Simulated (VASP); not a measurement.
# YF4 (I4/mmm) in VASP: single point with PBE

Aim: the single point of YF4 with PBE.

Everything below comes from runs of VASP 6.6.1. Logs are shortened: lines on timing, memory, paths and dates and some standing lists are left out, and cuts for length are marked.

## Step 1: The cell of the first run

The structure is tetragonal, space group I4/mmm (No. 139). Conventional cell: a = 3.970 Å, b = 3.970 Å, c = 7.773 Å, α = 90.00°, β = 90.00°, γ = 90.00°. Within 2.4 Å of Y (site symmetry 4/mmm) lie 6 F at 1.84 to 1.99 Å. Within 2.4 Å of F (site symmetry 4mm) lie 1 Y at 1.84 Å. F (site symmetry mmm) has 2 Y at 1.99 Å within 2.6 Å.

## Step 2: Single point, PBE

Input file INCAR:

```
PREC = Accurate
ENCUT = 600
EDIFF = 1E-6
ISMEAR = 0
SIGMA = 0.1
LREAL = F
LASPH = T
NELM = 120
ALGO = Normal
ISIF = 2
LWAVE = F
LCHARG = T
GGA = PE
LELF = T
LVHAR = T
NBANDS = 28
GGA_COMPAT = F
```

Input file KPOINTS:

```
regular mesh
0
Gamma
  6 6 6
```

Input file POSCAR:

```
YF4
1.0
   -1.9850188200      1.9850188200      3.8867155900
    1.9850188200     -1.9850188200      3.8867155900
    1.9850188200      1.9850188200     -3.8867155900
Y F
1 4
Direct
    0.0000000000      0.0000000000      0.0000000000
    0.2370000000      0.2370000000      0.0000000000
    0.7630000000      0.7630000000      0.0000000000
    0.5000000000      0.0000000000      0.5000000000
    0.0000000000      0.5000000000      0.5000000000
```

Potentials or basis: VASP PAW PBE potentials, release 64 (Y_sv, F).

The run is started by

```console
$ cat potpaw_PBE.64/Y_sv/POTCAR potpaw_PBE.64/F/POTCAR > POTCAR
$ mpirun -np 1 vasp_std > vasp.out
```

OUTCAR:

```text
PREC = Accurate
   ENCUT = 600
   EDIFF = 1E-6
   ISMEAR = 0
   LREAL = F
   LASPH = T
   NELM = 120
   ISIF = 2
   GGA = PE

 ion  position               nearest neighbor table
   1  0.000  0.000  0.000-   2 1.84   3 1.84   4 1.99   5 1.99   5 1.99   4 1.99
   2  0.237  0.237  0.000-   1 1.84
   3  0.763  0.763  0.000-   1 1.84
   4  0.500  0.000  0.500-   1 1.99   1 1.99
   5  0.000  0.500  0.500-   1 1.99   1 1.99

  LATTYP: Found a body centered tetragonal cell.
 ALAT       =     3.9700376400
 C/A-ratio  =     1.9580245541

  Lattice vectors:

 A1 = (  -1.9850188200,   1.9850188200,   3.8867155900)
 A2 = (   1.9850188200,  -1.9850188200,   3.8867155900)
 A3 = (   1.9850188200,   1.9850188200,  -3.8867155900)

Analysis of symmetry for initial positions (statically):
=====================================================================
 Subroutine PRICEL returns:
 Original cell was already a primitive cell.

 Routine SETGRP: Setting up the symmetry group for a
 body centered tetragonal supercell.

 Subroutine GETGRP returns: Found 16 space group operations
 (whereof 16 operations were pure point group operations)
 out of a pool of 16 trial point group operations.

The static configuration has the point symmetry D_4h.

Analysis of symmetry for dynamics (positions and initial velocities):
=====================================================================
 Subroutine PRICEL returns:
 Original cell was already a primitive cell.

 Routine SETGRP: Setting up the symmetry group for a
 body centered tetragonal supercell.

 Subroutine GETGRP returns: Found 16 space group operations
 (whereof 16 operations were pure point group operations)
 out of a pool of 16 trial point group operations.

The dynamic configuration has the point symmetry D_4h.

 Subroutine INISYM returns: Found 16 space group operations
 (whereof 16 operations are pure point group operations),
 and found     1 'primitive' translations

----------------------------------------------------------------------------------------

                                     Primitive cell

  volume of cell :      61.2593

  direct lattice vectors                    reciprocal lattice vectors
    -1.985018820  1.985018820  3.886715590     0.000000000  0.251886781  0.128643321
     1.985018820 -1.985018820  3.886715590     0.251886781  0.000000000  0.128643321
[... 87 lines left out ...]
   LSORBIT =      F    spin-orbit coupling
   LASPH  =      T    aspherical Exc in radial PAW
   ENCUT  =  600.0 eV  44.10 Ry    6.64 a.u.   9.58  9.58  9.58*2*pi/ulx,y,z
   NELM   =    120;   NELMIN=  2; NELMDL= -5     # of ELM steps
   EDIFF  = 0.1E-05   stopping-criterion for ELM
   LREAL  =      F    real-space projection
   EDIFFG = 0.1E-04   stopping-criterion for IOM
   NSW    =      0    number of steps for IOM
   IBRION =     -1    ionic relax: 0-MD 1-quasi-New 2-CG
   NFREE  =      0    steps in history (QN), initial steepest desc. (CG)
   ISIF   =      2    stress and relaxation
   ISYM   =      2    0-nonsym 1-usesym 2-fastsym
   POTIM  = 0.5000    time-step for ionic-motion
   TEBEG  =    0.0;   TEEND  =   0.0 temperature during run
   PSTRESS=    0.0 pullay stress
   NELECT =      39.0000    total number of electrons
   NUPDOWN=      -1.0000    fix difference up-down
   EMIN   =  10.00;   EMAX   =-10.00  energy-range for DOS
   EFERMI =   0.00;   METHOD = LEGACY
   ISMEAR =     0;   SIGMA  =   0.10  broadening in eV -4-tet -1-fermi 0-gaus
   EFERMI_NEDOS =   21; number of points for ismear=-14 and -15
   IALGO  =     38    algorithm
   IMIX   =      4    mixing-type and parameters
     AMIX     =   0.40;   BMIX     =  1.00
     AMIX_MAG =   1.60;   BMIX_MAG =  1.00
  volume/ion in A,a.u.               =      12.25        82.68
  Fermi-wavevector in a.u.,A,eV,Ry     =   1.408334  2.661366 26.985863  1.983405
  Thomas-Fermi vector in A             =   2.530502
   LORBIT       =      0    0 simple, 1 ext, 2 COOP (PROOUT), +10 PAW based schemes
   GGA     = PE    functional components
   LHFCALC =     F    Hartree Fock is set to
   AEXX    =    0.0000 exact exchange contribution
   IVDW    =     0    specifies the selected vdW correction
   LEPSILON=     F    determine dielectric tensor
   LRPA    =     F    only Hartree local field effects (RPA)
 non-spin polarized calculation
 Gauss-broadening in eV      SIGMA  =   0.10
  energy-cutoff  :      600.00
  volume of cell :       61.26
 maximum number of plane-waves:      2058
 NGX is ok and might be reduce to    40
   NGX = 19   NGY = 19   NGZ = 19

 number of electron      39.0000013 magnetization

 Free energy of the ion-electron system (eV)
  ---------------------------------------------------
  ext. energy  EPLUGINS =         0.00000000
  ---------------------------------------------------
  free energy    TOTEN  =       -25.60743503 eV

  energy without entropy =      -25.56373521  energy(sigma->0) =      -25.58558512

 E-fermi :  -2.2556     XC(G=0):  -9.8889

 val. band max:       -2.2575666515   @ k =   0.3333   0.1667   0.0000
 cond. band min:      -2.2441783135   @ k =   0.3333   0.3333  -0.0000
 fundamental gap:      0.0133883380
 Fermi energy:        -2.2556445786

 k-point     1 :       0.0000    0.0000    0.0000
  band No.  band energies     occupation
      1     -39.0148      2.00000
      2     -24.3518      2.00000
      3     -22.7047      2.00000
      4     -22.6101      2.00000
      5     -22.4445      2.00000
      6     -19.4988      2.00000
[... 733 lines left out ...]
     27      14.1232      0.00000
     28      14.8202      0.00000

 [... further k-points ...]
[... 5 lines left out ...]
  --------------------------------------------------------------------------------------
  -------------------------------------------------------------------------------------
  Total       16.5026277     16.5026277     22.1517208      0.0000000      0.0000000     -0.0000000
  in kB      431.6101740    431.6101740    579.3567086      0.0000000      0.0000000     -0.0000000
  external PRESSURE =     480.8590188 kB  Pullay stress =       0.0000000 kB

 VOLUME and BASIS-vectors are now :
 -----------------------------------------------------------------------------
  energy-cutoff  :      600.00
  volume of cell :       61.26
      direct lattice vectors                 reciprocal lattice vectors
    -1.985018820  1.985018820  3.886715590     0.000000000  0.251886781  0.128643321
     1.985018820 -1.985018820  3.886715590     0.251886781  0.000000000  0.128643321
     1.985018820  1.985018820 -3.886715590     0.251886781  0.251886781  0.000000000

 POSITION                                       TOTAL-FORCE (eV/Angst)
 -----------------------------------------------------------------------------------
      0.00000      0.00000      0.00000         0.000000      0.000000     -0.000000
      0.00000      0.00000      1.84230        -0.000000     -0.000000      5.754591
      0.00000      0.00000      5.93113         0.000000      0.000000     -5.754591
      0.00000      1.98502      0.00000         0.000000      0.000000     -0.000000
      1.98502      0.00000      0.00000         0.000000      0.000000      0.000000
 -----------------------------------------------------------------------------------
    total drift:                                0.000000      0.000000     -0.000000

  FREE ENERGIE OF THE ION-ELECTRON SYSTEM (eV)
  ---------------------------------------------------
  free  energy   TOTEN  =       -25.6074350316 eV

  energy  without entropy=      -25.5637352053  energy(sigma->0) =      -25.58558512
```

It took 2.3 min on 1 thread of Intel Xeon Platinum 8375C at 2.90GHz (Ice Lake), shared host; peak memory 0.28 GiB.

Results:

- Free energy: -25.6074 eV
- Pressure: 48.1 GPa
- Largest force: 5.755 eV/Å

Forces in eV/Å, atoms in the order of the input:
```
Y    0.000  0.000  0.000
F    0.000  0.000  5.755
F    0.000  0.000 -5.755
F    0.000  0.000  0.000
F    0.000  0.000  0.000
```

Stress tensor (GPa, compression positive):
```
43.16  0.00  0.00
 0.00 43.16  0.00
 0.00  0.00 57.94
```

Levels at points of the mesh, in eV from the Fermi level:
```
           k point  band 18  band 19  band 20  band 21  band 22  band 23
(0.00, 0.00, 0.00)    -0.10    -0.04    -0.04     9.07     9.58    10.64
(0.50, 0.00, 0.00)    -0.46    -0.10     0.05    10.36    10.68    11.51
(0.50, 0.50, 0.00)    -0.40    -0.33    -0.17    11.44    11.66    11.98
(0.50, 0.50, 0.50)    -0.11    -0.11     0.27     9.24     9.96     9.96
```

Caveat: the k points lie up to 0.37 Å⁻¹ apart; an odd number of electrons without spin polarisation forces a metal; a magnetic or distorted state may lie lower.
